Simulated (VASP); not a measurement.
# In (Im-3m) in VASP: a series of runs

Runs on In. Level: PBEsol. Tasks: single point, relaxation of cell and atoms.

Program: VASP 6.6.1. These are calculated values, not measurements. Logs are shortened: lines on timing, memory, paths and dates and some standing lists are left out, and cuts for length are marked.

## 1. The cell of the first run

Symmetry: Im-3m, No. 229, cubic system. The conventional cell has a = 3.726 Å, b = 3.726 Å, c = 3.726 Å, α = 90.00°, β = 90.00°, γ = 90.00°. Within 4.2 Å of In (site symmetry m-3m) lie 14 In at 3.23 to 3.73 Å.

## 2. Single point, PBEsol

INCAR

```
SYSTEM = In
PREC = Accurate ; ENCUT = 520
EDIFF = 1E-6 ; ISMEAR = 0
SIGMA = 0.1 ; LREAL = .False.
LASPH = .True. ; NELM = 100
ALGO = Normal ; ISIF = 2
LWAVE = .False. ; LCHARG = .False.
GGA = PS ; NBANDS = 12
```

KPOINTS

```
Automatic mesh
0
Gamma
  16 16 16
  0 0 0
```

POSCAR

```
In
1.0
   -1.8629461712      1.8629461712      1.8629461712
    1.8629461712     -1.8629461712      1.8629461712
    1.8629461712      1.8629461712     -1.8629461712
In
1
Direct
    0.0000000000      0.0000000000      0.0000000000
```

Potentials or basis: VASP PAW PBE potentials, release 64 (In_d).

Command:

```bash
> cat potpaw_PBE.64/In_d/POTCAR > POTCAR
> mpirun -np 1 vasp_std > vasp.out
```

OUTCAR:

```text
SYSTEM = In
   PREC = Accurate
   ENCUT = 520
   EDIFF = 1E-6
   ISMEAR = 0
   LREAL = .False.
   LASPH = .True.
   NELM = 100
   ISIF = 2
   GGA = PS

 ion  position               nearest neighbor table
   1  0.000  0.000  0.000-

  LATTYP: Found a body centered cubic cell.
 ALAT       =     3.7258923424

  Lattice vectors:

 A1 = (  -1.8629461712,   1.8629461712,   1.8629461712)
 A2 = (   1.8629461712,  -1.8629461712,   1.8629461712)
 A3 = (   1.8629461712,   1.8629461712,  -1.8629461712)

Analysis of symmetry for initial positions (statically):
=====================================================================
 Subroutine PRICEL returns:
 Original cell was already a primitive cell.

 Routine SETGRP: Setting up the symmetry group for a
 body centered cubic supercell.

 Subroutine GETGRP returns: Found 48 space group operations
 (whereof 48 operations were pure point group operations)
 out of a pool of 48 trial point group operations.

The static configuration has the point symmetry O_h .

Analysis of symmetry for dynamics (positions and initial velocities):
=====================================================================
 Subroutine PRICEL returns:
 Original cell was already a primitive cell.

 Routine SETGRP: Setting up the symmetry group for a
 body centered cubic supercell.

 Subroutine GETGRP returns: Found 48 space group operations
 (whereof 48 operations were pure point group operations)
 out of a pool of 48 trial point group operations.

The dynamic configuration has the point symmetry O_h .

 Subroutine INISYM returns: Found 48 space group operations
 (whereof 48 operations are pure point group operations),
 and found     1 'primitive' translations

----------------------------------------------------------------------------------------

                                     Primitive cell

  volume of cell :      25.8619

  direct lattice vectors                    reciprocal lattice vectors
    -1.862946171  1.862946171  1.862946171     0.000000000  0.268392081  0.268392081
     1.862946171 -1.862946171  1.862946171     0.268392081  0.000000000  0.268392081
     1.862946171  1.862946171 -1.862946171     0.268392081  0.268392081  0.000000000

  length of vectors
     3.226717420  3.226717420  3.226717420     0.379563721  0.379563721  0.379563721

  position of ions in fractional coordinates (direct lattice)
     0.000000000  0.000000000  0.000000000

  ion indices of the primitive-cell ions
[... 75 lines left out ...]
   LREAL  =      F    real-space projection
   EDIFFG = 0.1E-04   stopping-criterion for IOM
   NSW    =      0    number of steps for IOM
   IBRION =     -1    ionic relax: 0-MD 1-quasi-New 2-CG
   NFREE  =      0    steps in history (QN), initial steepest desc. (CG)
   ISIF   =      2    stress and relaxation
   ISYM   =      2    0-nonsym 1-usesym 2-fastsym
   POTIM  = 0.5000    time-step for ionic-motion
   TEBEG  =    0.0;   TEEND  =   0.0 temperature during run
   PSTRESS=    0.0 pullay stress
   NELECT =      13.0000    total number of electrons
   NUPDOWN=      -1.0000    fix difference up-down
   EMIN   =  10.00;   EMAX   =-10.00  energy-range for DOS
   EFERMI =   0.00;   METHOD = LEGACY
   ISMEAR =     0;   SIGMA  =   0.10  broadening in eV -4-tet -1-fermi 0-gaus
   EFERMI_NEDOS =   21; number of points for ismear=-14 and -15
   IALGO  =     38    algorithm
   IMIX   =      4    mixing-type and parameters
     AMIX     =   0.40;   BMIX     =  1.00
     AMIX_MAG =   1.60;   BMIX_MAG =  1.00
  volume/ion in A,a.u.               =      25.86       174.52
  Fermi-wavevector in a.u.,A,eV,Ry     =   1.301674  2.459808 23.053111  1.694356
  Thomas-Fermi vector in A             =   2.432792
   LORBIT       =      0    0 simple, 1 ext, 2 COOP (PROOUT), +10 PAW based schemes
   GGA     = PS    functional components
   LHFCALC =     F    Hartree Fock is set to
   AEXX    =    0.0000 exact exchange contribution
   IVDW    =     0    specifies the selected vdW correction
   LEPSILON=     F    determine dielectric tensor
   LRPA    =     F    only Hartree local field effects (RPA)
 non-spin polarized calculation
 Gauss-broadening in eV      SIGMA  =   0.10
  energy-cutoff  :      520.00
  volume of cell :       25.86
 maximum number of plane-waves:       715
   NGX = 11   NGY = 11   NGZ = 11

 number of electron      12.9999991 magnetization

 Free energy of the ion-electron system (eV)
  ---------------------------------------------------
  ext. energy  EPLUGINS =         0.00000000
  ---------------------------------------------------
  free energy    TOTEN  =        -2.96771969 eV

  energy without entropy =       -2.96403405  energy(sigma->0) =       -2.96587687

 E-fermi :   7.4891     XC(G=0): -10.4615

 val. band max:        7.4771414397   @ k =  -0.3750   0.4375   0.1875
 cond. band min:       7.4993976599   @ k =   0.3125   0.2500   0.1250
 fundamental gap:      0.0222562201
 Fermi energy:         7.4890667869

 k-point     1 :       0.0000    0.0000    0.0000
  band No.  band energies     occupation
      1      -7.1145      2.00000
      2      -7.1145      2.00000
      3      -7.1145      2.00000
      4      -6.8250      2.00000
      5      -6.8250      2.00000
      6      -2.1517      2.00000
      7      18.7076      0.00000
      8      18.7076      0.00000
      9      18.7076      0.00000
     10      20.5306      0.00000
     11      20.5306      0.00000
     12      20.5306      0.00000
[... 331 lines left out ...]
 k-point    24 :       0.2500    0.1875    0.0000
  band No.  band energies     occupation
      1      -7.1783      2.00000
      2      -7.0770      2.00000
      3      -6.8707      2.00000
      4      -6.8556      2.00000
      5      -6.7622      2.00000
      6       1.3115      2.00000
      7       8.6273      0.00000
      8      10.5178      0.00000
      9      14.4078      0.00000
     10      19.4696      0.00000
     11      20.5841      0.00000
     12      23.1345      0.00000

 [... further k-points ...]
[... 5 lines left out ...]
  --------------------------------------------------------------------------------------
  -------------------------------------------------------------------------------------
  Total       -0.0003292     -0.0003292     -0.0003292      0.0000000      0.0000000     -0.0000000
  in kB       -0.0203974     -0.0203974     -0.0203974      0.0000000      0.0000000     -0.0000000
  external PRESSURE =      -0.0203974 kB  Pullay stress =       0.0000000 kB

 VOLUME and BASIS-vectors are now :
 -----------------------------------------------------------------------------
  energy-cutoff  :      520.00
  volume of cell :       25.86
      direct lattice vectors                 reciprocal lattice vectors
    -1.862946171  1.862946171  1.862946171     0.000000000  0.268392081  0.268392081
     1.862946171 -1.862946171  1.862946171     0.268392081  0.000000000  0.268392081
     1.862946171  1.862946171 -1.862946171     0.268392081  0.268392081  0.000000000

 POSITION                                       TOTAL-FORCE (eV/Angst)
 -----------------------------------------------------------------------------------
      0.00000      0.00000      0.00000         0.000000      0.000000     -0.000000
 -----------------------------------------------------------------------------------
    total drift:                               -0.000000      0.000000      0.000000

  FREE ENERGIE OF THE ION-ELECTRON SYSTEM (eV)
  ---------------------------------------------------
  free  energy   TOTEN  =        -2.9677196865 eV

  energy  without entropy=       -2.9640340523  energy(sigma->0) =       -2.96587687
```

stdout:

```text
POSCAR found type information on POSCAR In
 POSCAR found :  1 types and       1 ions
 scaLAPACK will be used
 -----------------------------------------------------------------------------
|                                                                             |
|                                                                             |
|     You enforced a specific xc type in the INCAR file but a different       |
|     I HOPE YOU KNOW WHAT YOU ARE DOING!                                     |
|                                                                             |
 -----------------------------------------------------------------------------

 LDA part: xc-table for (Slater+PW92), standard interpolation
 POSCAR, INCAR and KPOINTS ok, starting setup
 FFT: planning ... GRIDC
 FFT: planning ... GRID_SOFT
 FFT: planning ... GRID
 WAVECAR not read
 entering main loop
```

Run time: 22 s. Hardware: 1 thread of Intel Xeon Platinum 8175M at 2.50GHz (Skylake/Cascade Lake), shared host; peak memory 0.16 GiB.

What came out:

```yaml
Free_energy: -2.9677 eV
Pressure: 0.0 GPa
```

Caveat: the PAW data sets were made with another functional, which shifts forces and pressure a little; spin-orbit coupling is left out, which moves the levels of the heavy elements.

## 3. Relaxation of cell and atoms, PBEsol

This run uses another cell than the first one, of 26.69 Å³/atom, 1.032 times its volume.

INCAR

```
SYSTEM = In
  PREC = Accurate
  ENCUT = 600
  EDIFF = 1E-6
  ISMEAR = 0
  SIGMA = 0.1
  LREAL = .False.
  LASPH = .True.
  NELM = 100
  ALGO = Normal
  ISIF = 3
  LWAVE = .False.
  LCHARG = .False.
  GGA = PS
  IBRION = 2
  NSW = 100
  EDIFFG = -0.005
```

KPOINTS

```
regular mesh
0
Gamma
  16 16 16
  0 0 0
```

POSCAR

```
In
1.0
   -1.8825252400      1.8825252400      1.8825252400
    1.8825252400     -1.8825252400      1.8825252400
    1.8825252400      1.8825252400     -1.8825252400
In
1
Direct
    0.0000000000      0.0000000000      0.0000000000
```

Potentials or basis: VASP PAW PBE potentials, release 64 (In_d).

Command:

```bash
> cat potpaw_PBE.64/In_d/POTCAR > POTCAR
> mpirun -np 1 vasp_std > vasp.out
```

It took 1.7 min on 1 thread of Intel Xeon Platinum 8175M at 2.50GHz (Skylake/Cascade Lake), shared host; peak memory 0.2 GiB.

The run converged. Its results:

```
Free energy                            : -2.9681 eV
Relaxed volume                         : 25.90 Å³/atom
Relaxed cell                           : a = 3.228 Å, b = 3.228 Å, c = 3.228 Å, α = 109.47°, β = 109.47°, γ = 109.47°
Space group after relaxing (to 0.05 Å) : Im-3m (No. 229)
Energy gained by relaxing              : 3.0 meV/atom
Ionic steps                            : 3
Pressure after relaxing                : 0.0 GPa
```

The path:
```tsv
step	energy change (eV)	largest force (eV/Å)	pressure (GPa)	volume (Å³)
1	0.0000	0.0000	-1.17	26.69
2	-0.0030	0.0000	-0.07	25.94
3	-0.0030	0.0000	0.00	25.90
```

Final structure:
```
In
1.0
    -1.86382    1.86382    1.86382
     1.86382   -1.86382    1.86382
     1.86382    1.86382   -1.86382
In
1
Direct
  0.00000 0.00000 0.00000
```

Levels at points of the mesh, in eV from the Fermi level:
```tsv
k point	band 2	band 3	band 4	band 5	band 6	band 7	band 8	band 9	band 10
(0.00, 0.00, 0.00)	-14.60	-14.60	-14.31	-14.31	-9.63	11.20	11.20	11.20	13.04
(0.50, 0.00, 0.00)	-14.65	-14.33	-14.31	-14.13	-3.94	-3.25	5.95	7.36	10.17
(0.50, 0.50, 0.50)	-14.72	-14.18	-14.18	-14.18	1.08	1.25	1.25	1.25	5.30
```

Caveat: the PAW data sets were made with another functional, which shifts forces and pressure a little; spin-orbit coupling is left out, which moves the levels of the heavy elements.

## 4. Single point, PBEsol

This run uses another cell than the first one, of 26.69 Å³/atom, 1.032 times its volume.

INCAR

```
PREC = Accurate ; ENCUT = 500
EDIFF = 1E-6 ; ISMEAR = 0
SIGMA = 0.1 ; LREAL = False
LASPH = True ; NELM = 120
ALGO = Normal ; ISIF = 2
LWAVE = False ; LCHARG = True
GGA = PS ; LELF = True
LVHAR = True ; NBANDS = 12
GGA_COMPAT = False
```

KPOINTS

```
Automatic mesh
0
Gamma
  6 6 6
```

POSCAR is that of step 3.

Command:

```bash
> cat potpaw_PBE.64/In_d/POTCAR > POTCAR
> mpirun -np 1 vasp_std > vasp.out
```

It took 7.4 s on 1 thread of Intel Xeon 8259CL, shared host; peak memory 0.13 GiB.

The run converged. Its results:

| Quantity | Value |
| --- | --- |
| Free energy | -2.9938 eV |
| Pressure | -2.2 GPa |

Levels at points of the mesh, in eV from the Fermi level:
```tsv
k point	band 3	band 4	band 5	band 6	band 7	band 8	band 9	band 10
(0.00, 0.00, 0.00)	-14.42	-14.15	-14.15	-9.26	11.04	11.04	11.04	13.12
(0.50, 0.00, 0.00)	-14.16	-14.15	-13.98	-3.77	-2.95	5.98	7.42	10.18
(0.50, 0.50, 0.50)	-14.02	-14.02	-14.02	1.03	1.42	1.42	1.42	5.42
```

Caveat: the k points lie up to 0.39 Å⁻¹ apart; the PAW data sets were made with another functional, which shifts forces and pressure a little; spin-orbit coupling is left out, which moves the levels of the heavy elements.

## 5. The runs side by side

```csv
task,cell,k mesh,cutoff (eV),gap on the mesh (eV),pressure (GPa)
single point,"a = 3.227 Å, angles 109.5°, 1 atom",16 × 16 × 16,520,none,0.0
relaxation of cell and atoms,"relaxed from a = 3.261 Å, angles 109.5°, 1 atom",16 × 16 × 16,600,none,0.0
single point,"a = 3.261 Å, angles 109.5°, 1 atom",6 × 6 × 6,500,none,-2.2
```

Alike in all rows: level PBEsol; potentials or basis VASP PAW PBE potentials, release 64 (In_d); no spin polarisation; smearing gaussian 0.1 eV.

Caveats: some runs use coarse meshes; the PAW data sets were made with another functional, which shifts forces and pressure a little; spin-orbit coupling is left out, which moves the levels of the heavy elements.

Total energies depend on the potentials used, so only differences within one code and one set of settings carry meaning.
